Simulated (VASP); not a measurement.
Input of a VASP 6.6.1 run:

File INCAR:

```
PREC = Accurate
ENCUT = 520
EDIFF = 1E-7
ISMEAR = 0
SIGMA = 0.1
LREAL = False
LASPH = True
NELM = 100
ALGO = Normal
ISIF = 2
LWAVE = False
LCHARG = False
GGA = PE
NBANDS = 21
```

KPOINTS

```
Automatic mesh
0
Gamma
  15 15 8
```

File POSCAR:

```
Ru
1.0
    2.7200250909      0.0000000000      0.0000000000
   -1.3600125454      2.3556108276      0.0000000000
    0.0000000000      0.0000000000      4.2967694966
Ru
2
Direct
    0.3333333333      0.6666666667      0.2500000000
    0.6666666667      0.3333333333      0.7500000000
```

Potentials or basis: VASP PAW PBE potentials, release 64 (Ru_pv).

The run is started by

```bash
$ cat potpaw_PBE.64/Ru_pv/POTCAR > POTCAR
$ mpirun -np 1 vasp_std > vasp.out
```

(1) What does it give for the pressure?

(2) Predict the band gap on the k mesh.

## Answers

(1) -0.1 GPa.

(2) zero (band 14 reaches 14.11 eV, above the bottom of band 15 at 11.10 eV).
